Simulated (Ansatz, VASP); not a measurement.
## GaN: VASP beside Ansatz

```
CELL_PARAMETERS angstrom
0.00000 1.97257 1.99250
1.97257 0.00000 1.99250
1.97257 1.97257 0.00000
ATOMIC_POSITIONS crystal
Ga 0.50000 0.50000 0.50000
N 0.00000 0.00000 0.00000
```

Change from the starting cell: equal xx and yy strain of -1 %, crystal datasets.

Alike in both runs: task electric field gradients; functional PBEsol; k mesh 13 × 13 × 13; occupations fermi-dirac, width 0.02 eV; no spin polarisation.

```csv
,VASP,Ansatz
version,VASP 6.6.1,Ansatz 0.2.0
potentials or method,"VASP PAW PBE potentials, release 64 (Ga_d, N), cutoff 520 eV","all-electron PAW with datasets made for the crystal, scalar-relativistic"
```

```tsv
	VASP	Ansatz	Ansatz less VASP
gap on the k mesh at the Fermi level (eV)	1.89	1.90	+0.014
pressure (GPa)	69.5	68.7	-0.71
traceless stress, the component that is largest in VASP (GPa)	-3.65	-3.71	-0.056
size of Vzz on the site where it differs most (V/Å²)	10.6	10.8	+0.14
```

VASP's potentials were made for PBE, not for PBEsol. Both programs put the cell under a high pressure, so it lies far from rest at this level. Ansatz ran all-electron here, and VASP with PAW potentials.

Noted on VASP's run: the cell as given lies far from equilibrium.
